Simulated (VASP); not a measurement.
Wanted: the native input for a VASP 6.6.1 run.

| Property | Result |
| --- | --- |
| Task | single point |
| Functional | PBE |
| Potentials or basis | VASP PAW PBE potentials, release 64 (Te, Pb_d) |
| Cutoff | 520 eV |
| k mesh | 6 × 8 × 6 |
| Occupations | gaussian, width 0.01 eV |
| Spin | no spin polarisation |
| Dipole correction | no |
| Further INCAR settings | ALGO = Normal; EDIFF = 1e-07; NBANDS = 50 |

The structure of TePb lies in POSCAR:

```
TePb
1.0
    7.9646827623      0.0000000000      0.0000000000
    0.0000000000      4.5707757245      0.0000000000
    0.0000000000      0.0000000000      7.9138359101
Te Pb
4 4
Direct
    0.2499675493      0.7500000000      0.0834346197
    0.7499675493      0.7500000000      0.4165653803
    0.2500324507      0.2500000000      0.5834346197
    0.7500324507      0.2500000000      0.9165653803
   -0.0000497983      0.7500000000      0.7500021211
    0.4999502017      0.7500000000      0.7499978789
    0.5000497983      0.2500000000      0.2500021211
    1.0000497983      0.2500000000      0.2499978789
```

These files were run (other wordings do the same):

INCAR

```
PREC = Accurate
ENCUT = 520
EDIFF = 1E-7
ISMEAR = 0
SIGMA = 0.01
LREAL = F
LASPH = T
NELM = 100
ALGO = Normal
ISIF = 2
LWAVE = F
LCHARG = F
GGA = PE
NBANDS = 50
KPAR = 4
```

KPOINTS

```
Automatic mesh
0
Gamma
  6 8 6
```

Potentials or basis: VASP PAW PBE potentials, release 64 (Te, Pb_d).

The run is started by

```sh
$ cat potpaw_PBE.64/Te/POTCAR potpaw_PBE.64/Pb_d/POTCAR > POTCAR
$ mpirun -np 4 vasp_std > vasp.out
```

It gave:

```yaml
Pressure: 0.0 GPa
Band_gap_on_the_k_mesh: 0.12 eV
```

Caveat: spin-orbit coupling is left out, which moves the levels of the heavy elements.

Run time: 11 min on 4 MPI ranks on Oxide Virtual Turin-like Processor, with other jobs on the host, peak memory 0.95 GiB a rank.
